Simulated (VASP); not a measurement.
The system is AlCo (NiAs type).

```
Co Al
1.0
     2.19834    0.00000    0.00000
    -1.09917    1.90381    0.00000
     0.00000    0.00000    6.42086
Co Al
2 2
Direct
  0.00000 0.00000 0.00000
  0.00000 0.00000 0.50000
  0.33333 0.66667 0.25000
  0.66667 0.33333 0.75000
```

Base run:

| Item | Value |
| --- | --- |
| Program | VASP 6.6.1 |
| Functional | PBE |
| Potentials or basis | VASP PAW PBE potentials, release 64 (Co, Al) |
| Cutoff | 520 eV |
| k mesh | 10 × 10 × 6 |
| Occupations | fermi-dirac, width 0.05 eV |
| Spin | no spin polarisation |

Its results: band gap on the k mesh zero (band 12 reaches 21.23 eV, above the bottom of band 13 at 18.55 eV); pressure 342.5 GPa.

Problem. The run is repeated on the same cell with these changes: potentials or basis from VASP PAW PBE potentials, release 64 (Co, Al) to VASP PAW PBE potentials, release 64 (Co_sv, Al); cutoff from 520 eV to 600 eV; further incar settings from ALGO = Normal; EDIFF = 1e-06; NBANDS = 20 to ALGO = Normal; EDIFF = 1e-06; NBANDS = 28; valence electrons from 24 to 40. What comes out?

Solution. Band gap on the k mesh zero (band 20 reaches 22.51 eV, above the bottom of band 21 at 19.81 eV); pressure 338.4 GPa.
